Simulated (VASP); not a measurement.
Write the native input for VASP 6.6.1 that does the following.

* Task: single point
* Functional: PBE
* Potentials or basis: VASP PAW PBE potentials, release 64 (Pt, K_sv)
* Cutoff: 520 eV
* k mesh: 7 × 7 × 4
* Occupations: gaussian, width 0.05 eV
* Spin: no spin polarisation
* Dipole correction: no
* Further INCAR settings: ALGO = Fast; EDIFF = 1e-07; NBANDS = 16

The structure of KPt lies in POSCAR:

```
KPt
1.0
    3.0008472788      0.0000000000      0.0000000000
   -1.5004236394      2.5988099763      0.0000000000
    0.0000000000      0.0000000000      5.3455780000
Pt K
1 1
Direct
    0.6666666667      0.3333333333      0.0000000000
    0.0000000000      0.0000000000      0.5000000000
```

The input as run:

INCAR

```
PREC = Accurate ; ENCUT = 520
EDIFF = 1E-7 ; ISMEAR = 0
SIGMA = 0.05 ; LREAL = False
LASPH = True ; NELM = 80
ALGO = Fast ; ISIF = 2
LWAVE = False ; LCHARG = False
GGA = PE ; NBANDS = 16
```

KPOINTS

```
regular mesh
0
Gamma
  7 7 4
```

Potentials or basis: VASP PAW PBE potentials, release 64 (Pt, K_sv).

Launch:

```console
$ cat potpaw_PBE.64/Pt/POTCAR potpaw_PBE.64/K_sv/POTCAR > POTCAR
$ mpirun -np 1 vasp_std > vasp.out
```

Results of the run:

* Pressure: 0.3 GPa

It took 19 s on 1 thread of Intel(R) Xeon(R) Platinum 8375C CPU @ 2.90GHz (Ice Lake) (shared host), peak memory 0.17 GiB.
